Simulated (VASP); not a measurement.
# Mg27S26 (a cell with a defect) (Niningerite) in VASP: single point with PBE

Aim: the single point of Mg27S26 (a cell with a defect) (Niningerite) with PBE.

Everything below comes from runs of VASP 6.6.1. Logs are shortened: lines on timing, memory, paths and dates and some standing lists are left out, and cuts for length are marked.

### 1 The cell of the first run

The cell holds a defect, 53 atoms: a = 11.038 Å, b = 11.038 Å, c = 11.038 Å, α = 60.00°, β = 60.00°, γ = 60.00°.

### 2 Single point, PBE

INCAR

```
PREC     = Accurate       # precision mode
ENCUT    = 520            # plane-wave cutoff, eV
EDIFF    = 1E-7           # SCF threshold, eV
ISMEAR   = -1             # smearing method
SIGMA    = 0.01           # smearing width, eV
LREAL    = Auto         
LASPH    = T              # aspherical terms in the spheres
NELM     = 60             # most SCF steps
ALGO     = Normal         # electronic algorithm
ISIF     = 2              # what is computed and relaxed
LWAVE    = F              # write WAVECAR
LCHARG   = F              # write CHGCAR
GGA      = PE             # functional
NBANDS   = 137            # bands
NELECT   = 208.0
```

KPOINTS

```
regular mesh
0
Gamma
  2 2 2
```

POSCAR

```
Mg27S26
1.0
    0.0000000000      7.8049500000      7.8049500000
    7.8049500000      0.0000000000      7.8049500000
    7.8049500000      7.8049500000      0.0000000000
Mg S
27 26
Direct
   -0.0005504832     -0.0005504832     -0.0005504832
   -0.0158473924     -0.0158473924      0.3491807257
   -0.0005504832     -0.0005504832      0.6683181163
   -0.0158473924      0.3491807257     -0.0158473924
   -0.0158473924      0.3491807257      0.3491807257
    0.0001758456      0.3331574877      0.6666666667
   -0.0005504832      0.6683181163     -0.0005504832
    0.0001758456      0.6666666667      0.3331574877
    0.0001758456      0.6666666667      0.6666666667
    0.3491807257     -0.0158473924     -0.0158473924
    0.3491807257     -0.0158473924      0.3491807257
    0.3331574877      0.0001758456      0.6666666667
    0.3491807257      0.3491807257     -0.0158473924
    0.3338838166      0.3338838166      0.3338838166
    0.3338838166      0.3338838166      0.6650152170
    0.3331574877      0.6666666667      0.0001758456
    0.3338838166      0.6650152170      0.3338838166
    0.3331574877      0.6666666667      0.6666666667
    0.6683181163     -0.0005504832     -0.0005504832
    0.6666666667      0.0001758456      0.3331574877
    0.6666666667      0.0001758456      0.6666666667
    0.6666666667      0.3331574877      0.0001758456
    0.6650152170      0.3338838166      0.3338838166
    0.6666666667      0.3331574877      0.6666666667
    0.6666666667      0.6666666667      0.0001758456
    0.6666666667      0.6666666667      0.3331574877
    0.6666666667      0.6666666667      0.6666666667
    0.1666666667      0.1666666667      0.4932099826
    0.1666666667      0.1666666667      0.8401233507
    0.1666666667      0.4932099826      0.1666666667
    0.1654989992      0.5003892225      0.5003892225
    0.1666666667      0.4932099826      0.8401233507
    0.1666666667      0.8401233507      0.1666666667
    0.1666666667      0.8401233507      0.4932099826
    0.1678343341      0.8329441109      0.8329441109
    0.4932099826      0.1666666667      0.1666666667
    0.5003892225      0.1654989992      0.5003892225
    0.4932099826      0.1666666667      0.8401233507
    0.5003892225      0.5003892225      0.1654989992
    0.5003892225      0.5003892225      0.5003892225
    0.5042080141      0.5042080141      0.8291253192
    0.4932099826      0.8401233507      0.1666666667
    0.5042080141      0.8291253192      0.5042080141
    0.5042080141      0.8291253192      0.8291253192
    0.8401233507      0.1666666667      0.1666666667
    0.8401233507      0.1666666667      0.4932099826
    0.8329441109      0.1678343341      0.8329441109
    0.8401233507      0.4932099826      0.1666666667
    0.8291253192      0.5042080141      0.5042080141
    0.8291253192      0.5042080141      0.8291253192
    0.8329441109      0.8329441109      0.1678343341
    0.8291253192      0.8291253192      0.5042080141
    0.8329441109      0.8329441109      0.8329441109
```

Potentials or basis: VASP PAW PBE potentials, release 64 (Mg, S).

Launch:

```bash
$ cat potpaw_PBE.64/Mg/POTCAR potpaw_PBE.64/S/POTCAR > POTCAR
$ mpirun -np 1 vasp_std > vasp.out
```

OUTCAR:

```text
PREC = Accurate
   ENCUT = 520
   EDIFF = 1E-7
   ISMEAR = -1
   LREAL = Auto
   LASPH = T
   NELM = 60
   ISIF = 2
   GGA = PE
   NELECT = 208.0

 ion  position               nearest neighbor table
   1  0.999  0.999  0.999-  35 2.60  47 2.60  51 2.60  45 2.61  33 2.61  29 2.61   3 3.65   7 3.65
                            19 3.65
   2  0.984  0.984  0.349-  52 2.42  45 2.57  33 2.57  46 2.57  34 2.57  20 3.51   8 3.51  21 3.51
                             9 3.51
   3  0.999  0.999  0.668-  53 2.60  47 2.60  35 2.60  34 2.61  46 2.61  28 2.61   1 3.65   7 3.65
                            19 3.65
   4  0.984  0.349  0.984-  50 2.42  45 2.57  29 2.57  48 2.57  32 2.57  22 3.51   6 3.51  25 3.51
                             9 3.51
   5  0.984  0.349  0.349-  49 2.42  48 2.57  46 2.57  30 2.57  28 2.57  26 3.51  24 3.51   8 3.51
                             6 3.51
   6  0.000  0.333  0.667-  47 2.60  31 2.60  50 2.60  49 2.60  28 2.65  29 2.65   4 3.51   5 3.51
[... 66 lines left out ...]
  52  0.829  0.829  0.504-   2 2.42  27 2.54  20 2.60   8 2.60  21 2.60   9 2.60
  53  0.833  0.833  0.833-   9 2.60  21 2.60  25 2.60  19 2.60   7 2.60   3 2.60

  LATTYP: Found a face centered cubic cell.
 ALAT       =    15.6099000000

  Lattice vectors:

 A1 = (   0.0000000000,   7.8049500000,   7.8049500000)
 A2 = (   7.8049500000,   0.0000000000,   7.8049500000)
 A3 = (   7.8049500000,   7.8049500000,   0.0000000000)

Analysis of symmetry for initial positions (statically):
=====================================================================
 Subroutine PRICEL returns:
 Original cell was already a primitive cell.

 Routine SETGRP: Setting up the symmetry group for a
 face centered cubic supercell.

 Subroutine GETGRP returns: Found 48 space group operations
 (whereof  6 operations were pure point group operations)
 out of a pool of 48 trial point group operations.

The static configuration has the point symmetry C_3v.
 The point group associated with its full space group is O_h .

Analysis of symmetry for dynamics (positions and initial velocities):
=====================================================================
 Subroutine PRICEL returns:
 Original cell was already a primitive cell.

 Routine SETGRP: Setting up the symmetry group for a
 face centered cubic supercell.

 Subroutine GETGRP returns: Found 48 space group operations
 (whereof  6 operations were pure point group operations)
 out of a pool of 48 trial point group operations.

The dynamic configuration has the point symmetry C_3v.
 The point group associated with its full space group is O_h .

 Subroutine INISYM returns: Found 48 space group operations
 (whereof  6 operations are pure point group operations),
 and found     1 'primitive' translations

----------------------------------------------------------------------------------------

                                     Primitive cell

  volume of cell :     950.9121

  direct lattice vectors                    reciprocal lattice vectors
     0.000000000  7.804950000  7.804950000    -0.064061909  0.064061909  0.064061909
     7.804950000  0.000000000  7.804950000     0.064061909 -0.064061909  0.064061909
     7.804950000  7.804950000  0.000000000     0.064061909  0.064061909 -0.064061909

  length of vectors
    11.037866144 11.037866144 11.037866144     0.110958482  0.110958482  0.110958482

  position of ions in fractional coordinates (direct lattice)
     0.999449517  0.999449517  0.999449517
     0.984152608  0.984152608  0.349180726
     0.999449517  0.999449517  0.668318116
     0.984152608  0.349180726  0.984152608
     0.984152608  0.349180726  0.349180726
     0.000175846  0.333157488  0.666666667
[... 45 lines left out ...]
     0.829125319  0.829125319  0.504208014
     0.832944111  0.832944111  0.832944111

  ion indices of the primitive-cell ions
   primitive index   ion index
                 1           1
                 2           2
                 3           3
                 4           4
                 5           5
                 6           6
[... 45 lines left out ...]
                52          52
                53          53

----------------------------------------------------------------------------------------

 KPOINTS: regular mesh

Automatic generation of k-mesh.
 Grid dimensions read from file:
 generate k-points for:    2    2    2

 Generating k-lattice:

  Cartesian coordinates                     Fractional coordinates (reciprocal lattice)
    -0.032030955  0.032030955  0.032030955     0.500000000  0.000000000  0.000000000
     0.032030955 -0.032030955  0.032030955     0.000000000  0.500000000  0.000000000
     0.032030955  0.032030955 -0.032030955     0.000000000  0.000000000  0.500000000

  Length of vectors
     0.055479241  0.055479241  0.055479241

  Shift w.r.t. Gamma in fractional coordinates (k-lattice)
     0.000000000  0.000000000  0.000000000

 Subroutine IBZKPT returns following result:
 ===========================================

 Found      3 irreducible k-points:

 Following reciprocal coordinates:
            Coordinates               Weight
  0.000000  0.000000  0.000000      1.000000
  0.500000  0.000000  0.000000      4.000000
  0.500000  0.500000  0.000000      3.000000
   k-points           NKPTS =      3   k-points in BZ     NKDIM =      3   number of bands    NBANDS=    137
   number of dos      NEDOS =    301   number of ions     NIONS =     53
   total plane-waves  NPLWV = 592704
   dimension x,y,z NGX =    84 NGY =   84 NGZ =   84
   dimension x,y,z NGXF=   168 NGYF=  168 NGZF=  168
   ions per type =              27  26
   NGX,Y,Z   is equivalent  to a cutoff of  12.65, 12.65, 12.65 a.u.
   NGXF,Y,Z  is equivalent  to a cutoff of  25.30, 25.30, 25.30 a.u.
 SYSTEM =  unknown system
   PREC   = accura    normal or accurate (medium, high low for compatibility)
   ISTART =      0    job   : 0-new  1-cont  2-samecut
   ICHARG =      2    charge: 1-file 2-atom 10-const
   ISPIN  =      1    spin polarized calculation?
   LNONCOLLINEAR =      F non collinear calculations
   LSORBIT =      F    spin-orbit coupling
   LASPH  =      T    aspherical Exc in radial PAW
   ENCUT  =  520.0 eV  38.22 Ry    6.18 a.u.  20.52 20.52 20.52*2*pi/ulx,y,z
   NELM   =     60;   NELMIN=  2; NELMDL= -5     # of ELM steps
   EDIFF  = 0.1E-06   stopping-criterion for ELM
   LREAL  =      T    real-space projection
   EDIFFG = 0.1E-05   stopping-criterion for IOM
   NSW    =      0    number of steps for IOM
   IBRION =     -1    ionic relax: 0-MD 1-quasi-New 2-CG
   NFREE  =      0    steps in history (QN), initial steepest desc. (CG)
   ISIF   =      2    stress and relaxation
   ISYM   =      2    0-nonsym 1-usesym 2-fastsym
   POTIM  = 0.5000    time-step for ionic-motion
   TEBEG  =    0.0;   TEEND  =   0.0 temperature during run
   PSTRESS=    0.0 pullay stress
   NELECT =     208.0000    total number of electrons
   NUPDOWN=      -1.0000    fix difference up-down
   EMIN   =  10.00;   EMAX   =-10.00  energy-range for DOS
   EFERMI =   0.00;   METHOD = LEGACY
   ISMEAR =    -1;   SIGMA  =   0.01  broadening in eV -4-tet -1-fermi 0-gaus
   EFERMI_NEDOS =   21; number of points for ismear=-14 and -15
   IALGO  =     38    algorithm
   IMIX   =      4    mixing-type and parameters
     AMIX     =   0.40;   BMIX     =  1.00
     AMIX_MAG =   1.60;   BMIX_MAG =  1.00
  volume/ion in A,a.u.               =      17.94       121.08
  Fermi-wavevector in a.u.,A,eV,Ry     =   0.986391  1.864009 13.238026  0.972967
  Thomas-Fermi vector in A             =   2.117768
   LORBIT       =      0    0 simple, 1 ext, 2 COOP (PROOUT), +10 PAW based schemes
   GGA     = PE    functional components
   LHFCALC =     F    Hartree Fock is set to
   AEXX    =    0.0000 exact exchange contribution
   IVDW    =     0    specifies the selected vdW correction
   LEPSILON=     F    determine dielectric tensor
   LRPA    =     F    only Hartree local field effects (RPA)
 non-spin polarized calculation
  energy-cutoff  :      520.00
  volume of cell :      950.91
 maximum number of plane-waves:     25605
 NGX is ok and might be reduce to    84
   NGX = 41   NGY = 41   NGZ = 41

 number of electron     207.9999997 magnetization

 Free energy of the ion-electron system (eV)
  ---------------------------------------------------
  ext. energy  EPLUGINS =         0.00000000
  ---------------------------------------------------
  free energy    TOTEN  =      -232.10731350 eV

  energy without entropy =     -232.10731350  energy(sigma->0) =     -232.10731350

 E-fermi :   3.7567     XC(G=0):  -9.5148

 val. band max:        3.5040594446   @ k =   0.0000   0.0000   0.0000
 cond. band min:       5.4866094769   @ k =   0.0000   0.0000   0.0000
 fundamental gap:      1.9825500323
 Fermi energy:         3.7566809208

 k-point     1 :       0.0000    0.0000    0.0000
  band No.  band energies     occupation
      1      -9.0507      2.00000
      2      -8.2430      2.00000
      3      -8.2430      2.00000
      4      -8.2430      2.00000
      5      -8.1888      2.00000
      6      -8.1318      2.00000
[... 346 lines left out ...]
    115       8.6965      0.00000
    116       8.6965      0.00000
 [bands above 116 left out]

------------------------ aborting loop because EDIFF is reached ----------------------------------------

  FORCE on cell =-STRESS in cart. coord.  units (eV):
  Direction    XX          YY          ZZ          XY          YZ          ZX
  --------------------------------------------------------------------------------------
  -------------------------------------------------------------------------------------
  Total       -9.5041131     -9.5041131     -9.5041131     -0.0000000     -0.0000000      0.0000000
  in kB      -16.0133356    -16.0133356    -16.0133356     -0.0000000     -0.0000000      0.0000000
  external PRESSURE =     -16.0133356 kB  Pullay stress =       0.0000000 kB

 VOLUME and BASIS-vectors are now :
 -----------------------------------------------------------------------------
  energy-cutoff  :      520.00
  volume of cell :      950.91
      direct lattice vectors                 reciprocal lattice vectors
     0.000000000  7.804950000  7.804950000    -0.064061909  0.064061909  0.064061909
     7.804950000  0.000000000  7.804950000     0.064061909 -0.064061909  0.064061909
     7.804950000  7.804950000  0.000000000     0.064061909  0.064061909 -0.064061909

 POSITION                                       TOTAL-FORCE (eV/Angst)
 -----------------------------------------------------------------------------------
     15.60131     15.60131     15.60131         0.001479      0.001479      0.001479
     10.40660     10.40660     15.36252        -0.000000     -0.000000     -0.027901
     13.01684     13.01684     15.60131        -0.001479     -0.001479      0.001479
     10.40660     15.36252     10.40660        -0.000000     -0.027901     -0.000000
      5.45068     10.40660     10.40660         0.027901     -0.000000     -0.000000
      7.80358      5.20467      2.60165        -0.007088      0.007088     -0.000000
[... 45 lines left out ...]
     10.40660     10.40660     12.94256        -0.000000     -0.000000      0.015264
     13.00217     13.00217     13.00217        -0.001665     -0.001665     -0.001665
 -----------------------------------------------------------------------------------
    total drift:                                0.000001      0.000004      0.000002

  FREE ENERGIE OF THE ION-ELECTRON SYSTEM (eV)
  ---------------------------------------------------
  free  energy   TOTEN  =      -232.1073135039 eV

  energy  without entropy=     -232.1073135039  energy(sigma->0) =     -232.10731350
```

Run time: 15 min. Hardware: 1 thread of Intel Xeon Platinum 8375C at 2.90GHz (Ice Lake), shared host; peak memory 1.2 GiB.

Results:

| Property | Result |
| --- | --- |
| Free energy | -232.1073 eV |
| Largest force | 0.028 eV/Å |

Forces on the atoms (eV/Å):
```
Mg   0.001  0.001  0.001
Mg   0.000  0.000 -0.028
Mg  -0.001 -0.001  0.001
Mg   0.000 -0.028  0.000
Mg   0.028  0.000  0.000
Mg  -0.007  0.007  0.000
Mg  -0.001  0.001 -0.001
Mg  -0.007  0.000  0.007
Mg   0.000  0.007  0.007
Mg  -0.028  0.000  0.000
Mg   0.000  0.028  0.000
Mg   0.007 -0.007  0.000
Mg   0.000  0.000  0.028
Mg  -0.001 -0.001 -0.001
Mg   0.001  0.001 -0.001
Mg   0.007  0.000 -0.007
Mg   0.001 -0.001  0.001
Mg   0.000 -0.007 -0.007
Mg   0.001 -0.001 -0.001
Mg   0.000 -0.007  0.007
Mg   0.007  0.000  0.007
Mg   0.000  0.007 -0.007
Mg  -0.001  0.001  0.001
Mg  -0.007  0.000 -0.007
Mg   0.007  0.007  0.000
Mg  -0.007 -0.007  0.000
Mg   0.000  0.000  0.000
S    0.010  0.010  0.000
S   -0.010 -0.010  0.000
S    0.010  0.000  0.010
S    0.002 -0.002 -0.002
S    0.000 -0.010  0.010
S   -0.010  0.000 -0.010
S    0.000  0.010 -0.010
S   -0.002  0.002  0.002
S    0.000  0.010  0.010
S   -0.002  0.002 -0.002
S   -0.010  0.000  0.010
S   -0.002 -0.002  0.002
S    0.002  0.002  0.002
S    0.000  0.000 -0.015
S   -0.010  0.010  0.000
S    0.000 -0.015  0.000
S    0.015  0.000  0.000
S    0.000 -0.010 -0.010
S    0.010  0.000 -0.010
S    0.002 -0.002  0.002
S    0.010 -0.010  0.000
S   -0.015  0.000  0.000
S    0.000  0.015  0.000
S    0.002  0.002 -0.002
S    0.000  0.000  0.015
S   -0.002 -0.002 -0.002
```

Caveat: the cell carries a net charge on a neutralising background, which shifts energy and pressure; the cell is charged against a uniform background, so pressure and absolute levels hang on convention.
